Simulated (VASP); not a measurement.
Here is a VASP 6.6.1 calculation.

File INCAR:

```
PREC = Accurate
ENCUT = 600
EDIFF = 1E-6
ISMEAR = -1
SIGMA = 0.05
LREAL = False
LASPH = True
NELM = 200
ALGO = Normal
ISIF = 2
LWAVE = False
LCHARG = False
ISPIN = 2
MAGMOM = 1
LORBIT = 11
LMAXMIX = 6
GGA = PE
NBANDS = 22
GGA_COMPAT = False
```

Contents of KPOINTS:

```
regular mesh
0
Gamma
  9 9 9
```

The input POSCAR:

```
Yb
1.0
   -2.1936796540      2.1936796540      2.1936796540
    2.1936796540     -2.1936796540      2.1936796540
    2.1936796540      2.1936796540     -2.1936796540
Yb
1
Direct
    0.0000000000      0.0000000000      0.0000000000
```

Potentials or basis: VASP PAW PBE potentials, release 64 (Yb).

Command:

```console
$ cat potpaw_PBE.64/Yb/POTCAR > POTCAR
$ mpirun -np 1 vasp_std > vasp.out
```

Predict the net moment.

0.00 μB per cell.

What does it give for the pressure?

-1.7 GPa.

Estimate the band gap on the k mesh.

zero (filled and empty bands overlap).

Caveat: spin-orbit coupling is left out, which moves the levels of the heavy elements. The state reached can hang on the start; a lower one may exist.
